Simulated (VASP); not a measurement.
# BaZrO3 (Pm-3m) in VASP: notebook, part 2 of 2

VASP 6.6.1.

### 3 Single point, PBE

This run uses another cell than the first one, of 14.14 Å³/atom, 1.021 times its volume.

Contents of INCAR:

```
SYSTEM = BaZrO3
PREC = Accurate
ENCUT = 520
EDIFF = 1E-7
ISMEAR = 0
SIGMA = 0.01
LREAL = .FALSE.
LASPH = .TRUE.
NELM = 100
ALGO = Normal
ISIF = 2
LWAVE = .FALSE.
LCHARG = .FALSE.
GGA = PE
NBANDS = 28
```

Contents of KPOINTS:

```
Automatic mesh
0
G
  6 6 6
  0 0 0
```

Contents of POSCAR:

```
BaZrO3
1.0
    4.1346933262      0.0000000000      0.0000000000
    0.0000000000      4.1346933262      0.0000000000
    0.0000000000      0.0000000000      4.1346933262
Ba Zr O
1 1 3
Direct
    0.0000000000      0.0000000000      0.0000000000
    0.5000000000      0.5000000000      0.5000000000
    0.0000000000      0.5000000000      0.5000000000
    0.5000000000      0.0000000000      0.5000000000
    0.5000000000      0.5000000000      0.0000000000
```

Potentials or basis: VASP PAW PBE potentials, release 64 (Ba_sv, Zr_sv, O).

Command:

```bash
> cat potpaw_PBE.64/Ba_sv/POTCAR potpaw_PBE.64/Zr_sv/POTCAR potpaw_PBE.64/O/POTCAR > POTCAR
> mpirun -np 1 vasp_std > vasp.out
```

OUTCAR:

```text
SYSTEM = BaZrO3
   PREC = Accurate
   ENCUT = 520
   EDIFF = 1E-7
   ISMEAR = 0
   LREAL = .FALSE.
   LASPH = .TRUE.
   NELM = 100
   ISIF = 2
   GGA = PE

 ion  position               nearest neighbor table
   1  0.000  0.000  0.000-   3 2.92   4 2.92   5 2.92   3 2.92   4 2.92   3 2.92   5 2.92   3 2.92
                             4 2.92   5 2.92   4 2.92   5 2.92   2 3.58   2 3.58   2 3.58   2 3.58
   2  0.500  0.500  0.500-   3 2.07   4 2.07   5 2.07   5 2.07   4 2.07   3 2.07   1 3.58   1 3.58
                             1 3.58   1 3.58   1 3.58   1 3.58   1 3.58   1 3.58
[... 821 lines left out ...]
  -------------------------------------------------------------------------------------
  Total        5.6252658      5.6252658      5.6252658      0.0000000      0.0000000      0.0000000
  in kB      127.5039732    127.5039732    127.5039732      0.0000000      0.0000000      0.0000000
  external PRESSURE =     127.5039732 kB  Pullay stress =       0.0000000 kB

 VOLUME and BASIS-vectors are now :
 -----------------------------------------------------------------------------
  energy-cutoff  :      520.00
  volume of cell :       70.69
      direct lattice vectors                 reciprocal lattice vectors
     4.134693326  0.000000000  0.000000000     0.241855906  0.000000000  0.000000000
     0.000000000  4.134693326  0.000000000     0.000000000  0.241855906  0.000000000
     0.000000000  0.000000000  4.134693326     0.000000000  0.000000000  0.241855906

 POSITION                                       TOTAL-FORCE (eV/Angst)
 -----------------------------------------------------------------------------------
      0.00000      0.00000      0.00000         0.000000      0.000000      0.000000
      2.06735      2.06735      2.06735         0.000000      0.000000      0.000000
      0.00000      2.06735      2.06735         0.000000      0.000000      0.000000
      2.06735      0.00000      2.06735         0.000000      0.000000      0.000000
      2.06735      2.06735      0.00000         0.000000      0.000000      0.000000
 -----------------------------------------------------------------------------------
    total drift:                                0.000000     -0.000000     -0.000000

  FREE ENERGIE OF THE ION-ELECTRON SYSTEM (eV)
  ---------------------------------------------------
  free  energy   TOTEN  =       -41.5213502029 eV

  energy  without entropy=      -41.5213502029  energy(sigma->0) =      -41.52135020
```

It took 16 s on 1 thread of AMD EPYC 9R45 (Zen 5), shared host; peak memory 0.17 GiB.

What came out:

```yaml
Free_energy: -41.5214 eV
Pressure: 12.8 GPa
Band_gap_on_the_k_mesh: 3.28 eV, indirect (least direct gap 3.45 eV)
```

Caveat: spin-orbit coupling is left out, which moves the levels of the heavy elements. A k mesh can miss the band edges.

### 4 Single point, PBE

This run uses another cell than the first one, of 14.43 Å³/atom, 1.043 times its volume.

Contents of INCAR:

```
ALGO = Normal
EDIFF = 1E-6
ENCUT = 520
GGA = PE
ISIF = 2
ISMEAR = 0
LASPH = T
LCHARG = F
LREAL = F
LWAVE = F
NBANDS = 28
NELM = 100
PREC = Accurate
SIGMA = 0.01
```

Contents of KPOINTS:

```
k-points
0
Gamma
  6 6 6
```

Changes to POSCAR since step 3:

```diff
@@ -2,5 +2,5 @@
 1.0
-    4.1346933262      0.0000000000      0.0000000000
-    0.0000000000      4.1346933262      0.0000000000
-    0.0000000000      0.0000000000      4.1346933262
+    4.1632093537      0.0000000000      0.0000000000
+    0.0000000000      4.1632093537      0.0000000000
+    0.0000000000      0.0000000000      4.1632093537
 Ba Zr O
```

Command:

```bash
> cat potpaw_PBE.64/Ba_sv/POTCAR potpaw_PBE.64/Zr_sv/POTCAR potpaw_PBE.64/O/POTCAR > POTCAR
> mpirun -np 1 vasp_std > vasp.out
```

Run time: 15 s. Hardware: 1 thread of AMD EPYC 9R45 (Zen 5), shared host; peak memory 0.17 GiB.

The run converged. Its results:

* Free energy: -41.6214 eV
* Pressure: 8.7 GPa
* Band gap on the k mesh: 3.23 eV, indirect (least direct gap 3.43 eV)

Levels at points of the mesh, in eV from the valence-band top:
```
           k point  band 16  band 17  band 18  band 19  band 20  band 21  band 22  band 23  band 24  band 25
(0.00, 0.00, 0.00)    -1.01    -1.01    -0.20    -0.20    -0.20     3.23     3.23     3.23     4.68     4.68
(0.50, 0.00, 0.00)    -1.76    -1.76    -1.73    -0.42    -0.42     3.70     5.85     5.85     6.51     6.79
(0.50, 0.50, 0.00)    -2.47    -0.93    -0.93    -0.74    -0.08     5.81     5.81     6.58     6.62     7.84
(0.50, 0.50, 0.50)    -2.55    -2.55     0.00     0.00     0.00     6.06     6.06     6.06     7.18     7.18
```

Caveat: spin-orbit coupling is left out, which moves the levels of the heavy elements. A k mesh can miss the band edges.

### 5 Single point, PBE

This run uses another cell than the first one, of 15.02 Å³/atom, 1.085 times its volume.

Contents of INCAR:

```
PREC = Accurate
ENCUT = 520
EDIFF = 1E-7
ISMEAR = 0
SIGMA = 0.01
LREAL = False
LASPH = True
NELM = 80
ALGO = Normal
ISIF = 2
LWAVE = False
LCHARG = False
GGA = PE
NBANDS = 28
```

Contents of KPOINTS:

```
regular mesh
0
Gamma
  6 6 6
```

Changes to POSCAR since step 4:

```diff
@@ -2,5 +2,5 @@
 1.0
-    4.1632093537      0.0000000000      0.0000000000
-    0.0000000000      4.1632093537      0.0000000000
-    0.0000000000      0.0000000000      4.1632093537
+    4.2190980275      0.0000000000      0.0000000000
+    0.0000000000      4.2190980275      0.0000000000
+    0.0000000000      0.0000000000      4.2190980275
 Ba Zr O
```

Command:

```bash
> cat potpaw_PBE.64/Ba_sv/POTCAR potpaw_PBE.64/Zr_sv/POTCAR potpaw_PBE.64/O/POTCAR > POTCAR
> mpirun -np 1 vasp_std > vasp.out
```

Run time: 16 s. Hardware: 1 thread of AMD EPYC 9R45 (Zen 5), shared host; peak memory 0.17 GiB.

Results (log left out):

```yaml
Free_energy: -41.7193 eV
Pressure: 1.8 GPa
Band_gap_on_the_k_mesh: 3.15 eV, indirect (least direct gap 3.39 eV)
```

Levels at points of the mesh, in eV from the valence-band top:
| k point | band 16 | band 17 | band 18 | band 19 | band 20 | band 21 | band 22 | band 23 | band 24 | band 25 |
| --- | --- | --- | --- | --- | --- | --- | --- | --- | --- | --- |
| (0.00, 0.00, 0.00) | -0.96 | -0.96 | -0.25 | -0.25 | -0.25 | 3.15 | 3.15 | 3.15 | 4.63 | 4.63 |
| (0.50, 0.00, 0.00) | -1.70 | -1.70 | -1.63 | -0.48 | -0.48 | 3.57 | 5.58 | 5.58 | 6.36 | 6.59 |
| (0.50, 0.50, 0.00) | -2.34 | -0.93 | -0.93 | -0.84 | -0.07 | 5.55 | 5.55 | 6.34 | 6.38 | 7.55 |
| (0.50, 0.50, 0.50) | -2.53 | -2.53 | 0.00 | 0.00 | 0.00 | 5.90 | 5.90 | 5.90 | 6.83 | 6.83 |

Caveat: spin-orbit coupling is left out, which moves the levels of the heavy elements.

### 6 Overview

```csv
cell,gap on the mesh (eV),pressure (GPa)
"a = 4.106 Å, 5 atoms",3.32,17.2
"a = 4.135 Å, 5 atoms",3.28,12.8
"a = 4.163 Å, 5 atoms",3.23,8.7
"a = 4.219 Å, 5 atoms",3.15,1.8
```

Alike in all rows: task single point; level PBE; potentials or basis VASP PAW PBE potentials, release 64 (Ba_sv, Zr_sv, O); no spin polarisation; k mesh 6 × 6 × 6; cutoff (eV) 520; smearing gaussian 0.01 eV.

Caveats: spin-orbit coupling is left out, which moves the levels of the heavy elements.

Total energies depend on the potentials used, so only differences within one code and one set of settings carry meaning.
